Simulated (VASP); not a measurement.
# Mn3Sn (P6_3/mmc) in VASP: single point with PBE

Aim: the single point of Mn3Sn with PBE.

Program: VASP 6.6.1. These are calculated values, not measurements. Logs are shortened: lines on timing, memory, paths and dates and some standing lists are left out, and cuts for length are marked.

## (1) The cell of the first run

It takes space group P6_3/mmc (No. 194, hexagonal). The conventional cell has a = 5.586 Å, b = 5.586 Å, c = 4.490 Å, α = 90.00°, β = 90.00°, γ = 120.00°. Mn (site symmetry mm2) has 8 Mn at 2.70 to 2.89 Å and 4 Sn at 2.79 to 2.80 Å within 3.6 Å. Within 3.7 Å of Sn (site symmetry -6m2) lie 12 Mn at 2.79 to 2.80 Å.

## (2) Single point, PBE, collinear spin, ferromagnetic start

Input file INCAR:

```
SYSTEM = Mn3Sn
PREC = Accurate ; ENCUT = 520
EDIFF = 1E-6 ; ISMEAR = 0
SIGMA = 0.05 ; LREAL = .False.
LASPH = .True. ; NELM = 150
ALGO = Fast ; ISIF = 2
LWAVE = .False. ; LCHARG = .False.
ISPIN = 2 ; MAGMOM = 3.5 3.5 3.5 3.5 3.5 3.5 0 0
LORBIT = 11 ; LMAXMIX = 4
GGA = PE ; NBANDS = 67
```

Input file KPOINTS:

```
Automatic mesh
0
Gamma
  4 4 4
  0 0 0
```

Input file POSCAR:

```
Mn3Sn
1.0
    5.5864424353      0.0000000000      0.0000000000
   -2.7932212177      4.8380010658      0.0000000000
    0.0000000000      0.0000000000      4.4896354605
Mn Sn
6 2
Direct
    0.8390207847      0.6780415694      0.2500000000
    0.1609792153      0.8390207847      0.7500000000
    0.3219584306      0.1609792153      0.2500000000
    0.1609792153      0.3219584306      0.7500000000
    0.8390207847      0.1609792153      0.2500000000
    0.6780415694      0.8390207847      0.7500000000
    0.3333333333      0.6666666667      0.2500000000
    0.6666666667      0.3333333333      0.7500000000
```

Potentials or basis: VASP PAW PBE potentials, release 64 (Mn_pv, Sn_d).

Command:

```sh
> cat potpaw_PBE.64/Mn_pv/POTCAR potpaw_PBE.64/Sn_d/POTCAR > POTCAR
> mpirun -np 1 vasp_std > vasp.out
```

OUTCAR:

```text
SYSTEM = Mn3Sn
   PREC = Accurate
   ENCUT = 520
   EDIFF = 1E-6
   ISMEAR = 0
   LREAL = .False.
   LASPH = .True.
   NELM = 150
   ISIF = 2
   ISPIN = 2
   LORBIT = 11
   GGA = PE

 ion  position               nearest neighbor table
   1  0.839  0.678  0.250-   3 2.70   5 2.70   2 2.73   2 2.73   6 2.73   6 2.73   7 2.79   7 2.79
                             8 2.80   8 2.80   3 2.89   5 2.89
   2  0.161  0.839  0.750-   6 2.70   4 2.70   1 2.73   1 2.73   3 2.73   3 2.73   8 2.79   8 2.79
                             7 2.80   7 2.80   6 2.89   4 2.89
   3  0.322  0.161  0.250-   5 2.70   1 2.70   4 2.73   4 2.73   2 2.73   2 2.73   7 2.79   7 2.79
                             8 2.80   8 2.80   5 2.89   1 2.89
   4  0.161  0.322  0.750-   6 2.70   2 2.70   5 2.73   5 2.73   3 2.73   3 2.73   8 2.79   8 2.79
                             7 2.80   7 2.80   6 2.89   2 2.89
   5  0.839  0.161  0.250-   3 2.70   1 2.70   4 2.73   4 2.73   6 2.73   6 2.73   7 2.79   7 2.79
                             8 2.80   8 2.80   3 2.89   1 2.89
   6  0.678  0.839  0.750-   2 2.70   4 2.70   1 2.73   1 2.73   5 2.73   5 2.73   8 2.79   8 2.79
                             7 2.80   7 2.80   2 2.89   4 2.89
   7  0.333  0.667  0.250-   1 2.79   3 2.79   5 2.79   5 2.79   1 2.79   3 2.79   2 2.80   2 2.80
                             6 2.80   6 2.80   4 2.80   4 2.80
   8  0.667  0.333  0.750-   4 2.79   6 2.79   2 2.79   2 2.79   4 2.79   6 2.79   5 2.80   5 2.80
                             3 2.80   3 2.80   1 2.80   1 2.80

  LATTYP: Found a hexagonal cell.
 ALAT       =     5.5864424353
 C/A-ratio  =     0.8036662890

  Lattice vectors:

 A1 = (   5.5864424353,   0.0000000000,   0.0000000000)
 A2 = (  -2.7932212177,   4.8380010658,   0.0000000000)
 A3 = (   0.0000000000,   0.0000000000,   4.4896354605)

Analysis of symmetry for initial positions (statically):
=====================================================================
 Subroutine PRICEL returns:
 Original cell was already a primitive cell.

 Routine SETGRP: Setting up the symmetry group for a
 hexagonal supercell.

 Subroutine GETGRP returns: Found 24 space group operations
 (whereof 12 operations were pure point group operations)
 out of a pool of 24 trial point group operations.

The static configuration has the point symmetry D_3d.
 The point group associated with its full space group is D_6h.

Analysis of symmetry for dynamics (positions and initial velocities):
=====================================================================
 Subroutine PRICEL returns:
 Original cell was already a primitive cell.

 Routine SETGRP: Setting up the symmetry group for a
 hexagonal supercell.

 Subroutine GETGRP returns: Found 24 space group operations
 (whereof 12 operations were pure point group operations)
 out of a pool of 24 trial point group operations.

The dynamic configuration has the point symmetry D_3d.
 The point group associated with its full space group is D_6h.

Analysis of structural, dynamic, and magnetic symmetry:
=====================================================================
 Subroutine PRICEL returns:
 Original cell was already a primitive cell.

 Routine SETGRP: Setting up the symmetry group for a
 hexagonal supercell.

 Subroutine GETGRP returns: Found 24 space group operations
 (whereof 12 operations were pure point group operations)
 out of a pool of 24 trial point group operations.

The overall configuration has the point symmetry D_3d.
 The point group associated with its full space group is D_6h.

 Subroutine INISYM returns: Found 24 space group operations
 (whereof 12 operations are pure point group operations),
 and found     1 'primitive' translations

----------------------------------------------------------------------------------------

                                     Primitive cell

  volume of cell :     121.3423

  direct lattice vectors                    reciprocal lattice vectors
     5.586442435  0.000000000  0.000000000     0.179004798  0.103348468  0.000000000
    -2.793221218  4.838001066  0.000000000     0.000000000  0.206696937  0.000000000
     0.000000000  0.000000000  4.489635460     0.000000000  0.000000000  0.222735233

  length of vectors
     5.586442435  5.586442435  4.489635460     0.206696937  0.206696937  0.222735233

  position of ions in fractional coordinates (direct lattice)
     0.839020785  0.678041569  0.250000000
     0.160979215  0.839020785  0.750000000
[... 68 lines left out ...]
   ISTART =      0    job   : 0-new  1-cont  2-samecut
   ICHARG =      2    charge: 1-file 2-atom 10-const
   ISPIN  =      2    spin polarized calculation?
   LNONCOLLINEAR =      F non collinear calculations
   LSORBIT =      F    spin-orbit coupling
   LASPH  =      T    aspherical Exc in radial PAW
   ENCUT  =  520.0 eV  38.22 Ry    6.18 a.u.  10.39 10.39  8.35*2*pi/ulx,y,z
   NELM   =    150;   NELMIN=  2; NELMDL= -5     # of ELM steps
   EDIFF  = 0.1E-05   stopping-criterion for ELM
   LREAL  =      F    real-space projection
   EDIFFG = 0.1E-04   stopping-criterion for IOM
   NSW    =      0    number of steps for IOM
   IBRION =     -1    ionic relax: 0-MD 1-quasi-New 2-CG
   NFREE  =      0    steps in history (QN), initial steepest desc. (CG)
   ISIF   =      2    stress and relaxation
   ISYM   =      2    0-nonsym 1-usesym 2-fastsym
   POTIM  = 0.5000    time-step for ionic-motion
   TEBEG  =    0.0;   TEEND  =   0.0 temperature during run
   PSTRESS=    0.0 pullay stress
   NELECT =     106.0000    total number of electrons
   NUPDOWN=      -1.0000    fix difference up-down
   EMIN   =  10.00;   EMAX   =-10.00  energy-range for DOS
   EFERMI =   0.00;   METHOD = LEGACY
   ISMEAR =     0;   SIGMA  =   0.05  broadening in eV -4-tet -1-fermi 0-gaus
   EFERMI_NEDOS =   21; number of points for ismear=-14 and -15
   IALGO  =     68    algorithm
   IMIX   =      4    mixing-type and parameters
     AMIX     =   0.40;   BMIX     =  1.00
     AMIX_MAG =   1.60;   BMIX_MAG =  1.00
  volume/ion in A,a.u.               =      15.17       102.36
  Fermi-wavevector in a.u.,A,eV,Ry     =   1.564970  2.957364 33.322449  2.449131
  Thomas-Fermi vector in A             =   2.667515
   LORBIT       =     11    0 simple, 1 ext, 2 COOP (PROOUT), +10 PAW based schemes
   GGA     = PE    functional components
   LHFCALC =     F    Hartree Fock is set to
   AEXX    =    0.0000 exact exchange contribution
   IVDW    =     0    specifies the selected vdW correction
   LEPSILON=     F    determine dielectric tensor
   LRPA    =     F    only Hartree local field effects (RPA)
 spin polarized calculation
 RMM-DIIS sequential band-by-band and
 Gauss-broadening in eV      SIGMA  =   0.05
  energy-cutoff  :      520.00
  volume of cell :      121.34
 maximum number of plane-waves:      3287
 NGX is ok and might be reduce to    42
   NGX = 21   NGY = 21   NGZ = 17

 number of electron     106.0000055 magnetization      18.2961188

 Free energy of the ion-electron system (eV)
  ---------------------------------------------------
  ext. energy  EPLUGINS =         0.00000000
  ---------------------------------------------------
  free energy    TOTEN  =       -60.18015476 eV

  energy without entropy =      -60.17304619  energy(sigma->0) =      -60.17660047

 E-fermi :   9.3886     XC(G=0): -12.3413

 val. band max:        9.3746361709   @ k =   0.5000  -0.0000   0.5000
 cond. band min:       9.4066749241   @ k =   0.0000   0.0000   0.2500
 fundamental gap:      0.0320387532
 Fermi energy:         9.3885511915

 spin component 1

 k-point     1 :       0.0000    0.0000    0.0000
  band No.  band energies     occupation
      1     -39.8779      1.00000
      2     -39.8409      1.00000
      3     -39.8409      1.00000
      4     -39.8167      1.00000
      5     -39.8167      1.00000
      6     -39.8117      1.00000
[... 805 lines left out ...]
     64       9.0974      1.00000
     65      11.0214      0.00000
 Fermi energy:         9.3885511915

 spin component 2

 k-point     1 :       0.0000    0.0000    0.0000
  band No.  band energies     occupation
      1     -36.6615      1.00000
      2     -36.6592      1.00000
      3     -36.6177      1.00000
      4     -36.6176      1.00000
      5     -36.6112      1.00000
      6     -36.5984      1.00000
[... 805 lines left out ...]
     64      11.9471      0.00000
     65      12.9731      0.00000
 [bands above 65 left out]

------------------------ aborting loop because EDIFF is reached ----------------------------------------

  FORCE on cell =-STRESS in cart. coord.  units (eV):
  Direction    XX          YY          ZZ          XY          YZ          ZX
  --------------------------------------------------------------------------------------
  -------------------------------------------------------------------------------------
  Total        0.0899547      0.0899547      0.1284551     -0.0000000     -0.0000000      0.0000000
  in kB        1.1877422      1.1877422      1.6960928     -0.0000000     -0.0000000      0.0000000
  external PRESSURE =       1.3571924 kB  Pullay stress =       0.0000000 kB

 VOLUME and BASIS-vectors are now :
 -----------------------------------------------------------------------------
  energy-cutoff  :      520.00
  volume of cell :      121.34
      direct lattice vectors                 reciprocal lattice vectors
     5.586442435  0.000000000  0.000000000     0.179004798  0.103348468  0.000000000
    -2.793221218  4.838001066  0.000000000     0.000000000  0.206696937  0.000000000
     0.000000000  0.000000000  4.489635460     0.000000000  0.000000000  0.222735233

 POSITION                                       TOTAL-FORCE (eV/Angst)
 -----------------------------------------------------------------------------------
      2.79322      3.28037      1.12241         0.000000     -0.005713      0.000000
     -1.44427      4.05918      3.36723         0.004948     -0.002857     -0.000000
      1.34895      0.77882      1.12241         0.004948      0.002857     -0.000000
     -0.00000      1.55764      3.36723        -0.000000      0.005713     -0.000000
      4.23749      0.77882      1.12241        -0.004948      0.002857      0.000000
      1.44427      4.05918      3.36723        -0.004948     -0.002857      0.000000
     -0.00000      3.22533      1.12241        -0.000000     -0.000000      0.000000
      2.79322      1.61267      3.36723        -0.000000      0.000000      0.000000
 -----------------------------------------------------------------------------------
    total drift:                               -0.000001      0.000000     -0.000000

  FREE ENERGIE OF THE ION-ELECTRON SYSTEM (eV)
  ---------------------------------------------------
  free  energy   TOTEN  =       -60.1801547601 eV

  energy  without entropy=      -60.1730461883  energy(sigma->0) =      -60.17660047

 total charge

# of ion       s       p       d       tot
------------------------------------------
    1        0.306   6.243   5.078  11.627
    2        0.306   6.243   5.078  11.627
    3        0.306   6.243   5.078  11.627
    4        0.306   6.243   5.078  11.627
    5        0.306   6.243   5.078  11.627
    6        0.306   6.243   5.078  11.627
    7        1.087   1.350  10.060  12.498
    8        1.087   1.350  10.060  12.498
--------------------------------------------------
tot          4.012  40.160  50.587  94.759

 magnetization (x)

# of ion       s       p       d       tot
------------------------------------------
    1        0.004   0.016   2.999   3.019
    2        0.004   0.016   2.999   3.019
    3        0.004   0.016   2.999   3.019
    4        0.004   0.016   2.999   3.019
    5        0.004   0.016   2.999   3.019
    6        0.004   0.016   2.999   3.019
    7       -0.031  -0.167   0.018  -0.180
    8       -0.031  -0.167   0.018  -0.180
--------------------------------------------------
tot         -0.038  -0.238  18.030  17.754
```

It took 7.3 min on 1 thread of Intel Xeon 8259CL, shared host; peak memory 0.37 GiB.

What came out:

```
Free energy                                           : -60.1802 eV
Pressure                                              : 0.1 GPa
Largest force                                         : 0.006 eV/Å
Net moment                                            : 18.30 μB per cell
Site moments                                          : Mn +3.02; Sn -0.18 μB
Valence electrons inside the program's atomic spheres : Mn 11.63; Sn 12.50
```

Forces in eV/Å, atoms in the order of the input:
```
Mn   0.000 -0.006  0.000
Mn   0.005 -0.003  0.000
Mn   0.005  0.003  0.000
Mn   0.000  0.006  0.000
Mn  -0.005  0.003  0.000
Mn  -0.005 -0.003  0.000
Sn   0.000  0.000  0.000
Sn   0.000  0.000  0.000
```

Levels at points of the mesh, in eV from the Fermi level:
Spin up:
```csv
k point,band 58,band 59,band 60,band 61,band 62,band 63,band 64,band 65,band 66,band 67
"(0.00, 0.00, 0.00)",-0.65,-0.28,-0.28,-0.17,-0.14,0.36,0.36,1.03,1.03,2.35
"(0.50, 0.00, 0.00)",-1.00,-0.94,-0.36,-0.32,0.40,1.39,1.83,1.92,2.17,2.95
"(0.00, 0.00, 0.50)",-0.96,-0.49,-0.49,-0.21,-0.21,-0.06,-0.06,-0.06,-0.06,2.24
"(0.50, 0.00, 0.50)",-1.00,-0.67,-0.67,-0.38,-0.38,0.18,0.18,0.64,0.64,5.14
```
Spin down:
| k point | band 40 | band 41 | band 42 | band 43 | band 44 | band 45 | band 46 | band 47 | band 48 | band 49 |
| --- | --- | --- | --- | --- | --- | --- | --- | --- | --- | --- |
| (0.00, 0.00, 0.00) | -1.14 | -0.89 | -0.76 | -0.76 | -0.72 | 0.39 | 0.39 | 0.44 | 0.49 | 0.49 |
| (0.50, 0.00, 0.00) | -0.76 | -0.60 | -0.54 | -0.49 | 0.30 | 0.34 | 0.41 | 0.53 | 0.59 | 0.80 |
| (0.00, 0.00, 0.50) | -1.41 | -1.27 | -1.27 | -0.34 | -0.34 | -0.14 | -0.14 | -0.14 | -0.14 | 1.42 |
| (0.50, 0.00, 0.50) | -0.52 | -0.51 | -0.51 | -0.26 | -0.26 | -0.01 | -0.01 | 0.25 | 0.25 | 1.29 |

Caveat: spin-orbit coupling is left out, which moves the levels of the heavy elements.
